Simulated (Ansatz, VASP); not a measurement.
Two plane-wave programs on CoPtO2

Contents of INCAR:

```
SYSTEM = CoPtO2
  PREC = Accurate
  ENCUT = 600
  EDIFF = 1E-6
  ISMEAR = -1
  SIGMA = 0.05
  LREAL = .False.
  LASPH = .True.
  NELM = 120
  ALGO = Normal
  ISIF = 2
  LWAVE = .False.
  LCHARG = .True.
  GGA = PS
  LELF = .True.
  LVHAR = .True.
  NBANDS = 32
  GGA_COMPAT = .False.
```

Contents of KPOINTS:

```
Automatic mesh
0
Gamma
  11 11 11
  0 0 0
```

Contents of POSCAR:

```
CoPtO2
1.0
    1.4122699173      0.8153744169      5.9393891094
   -1.4122699173      0.8153744169      5.9393891094
    0.0000000000     -1.6307488338      5.9393891094
Pt Co O
1 1 2
Direct
    0.0000000000      0.0000000000      0.0000000000
    0.5000000000      0.5000000000      0.5000000000
    0.1122440300      0.1122440300      0.1122440300
    0.8877559700      0.8877559700      0.8877559700
```

Contents of input.yaml:

```yaml
crystal:
  lattice:
    - [1.4122699173, 0.8153744169, 5.9393891094]
    - [-1.4122699173, 0.8153744169, 5.9393891094]
    - [0.0, -1.6307488338, 5.9393891094]
  atoms:
    - { symbol: Pt, position: [0.0, 0.0, 0.0] }
    - { symbol: Co, position: [0.5, 0.5, 0.5] }
    - { symbol: O, position: [0.11224403, 0.11224403, 0.11224403] }
    - { symbol: O, position: [0.88775597, 0.88775597, 0.88775597] }
hamiltonian:
  xc: pbesol
  pseudopotentials: { kind: paw }
kpoints:
  mp_grid: { grid: [11, 11, 11] }
scf:
  occupations: { method: fermi_dirac, width: 0.05 }
output:
  forces: true
  stress: true
  eigenvalues: true
```

Alike in both runs: task single point; functional PBEsol; k mesh 11 × 11 × 11; occupations fermi-dirac, width 0.05 eV; no spin polarisation.

|  | VASP | Ansatz |
| --- | --- | --- |
| version | VASP 6.6.1 | Ansatz 0.2.0 |
| potentials or method | VASP PAW PBE potentials, release 64 (Pt_sv_GW, Co_sv, O) | Ansatz PAW |
| plane-wave cutoff (eV) | 600 | 420 |
| valence electrons in the cell | 47 | 47 |

Ansatz gave:

| Quantity | Value |
| --- | --- |
| gap on the k mesh at the Fermi level (eV) | none |
| pressure (GPa) | -4.7 |
| traceless stress, the component that is largest in VASP (GPa) | -1.71 |
| rms of the force components (eV/Å) | 0.005 |

**Question.** Which values does VASP return?

**Answer.** gap on the k mesh at the Fermi level (eV): none; pressure (GPa): -6.4; traceless stress, the component that is largest in VASP (GPa): -1.52; rms of the force components (eV/Å): 0.003.

VASP's potentials were made for PBE, not for PBEsol. Atom by atom the forces differ by 0.008 eV/Å (rms over components). A gap of «none» marks a metal or a gap that the smearing closes.

Spin-orbit coupling is off throughout.
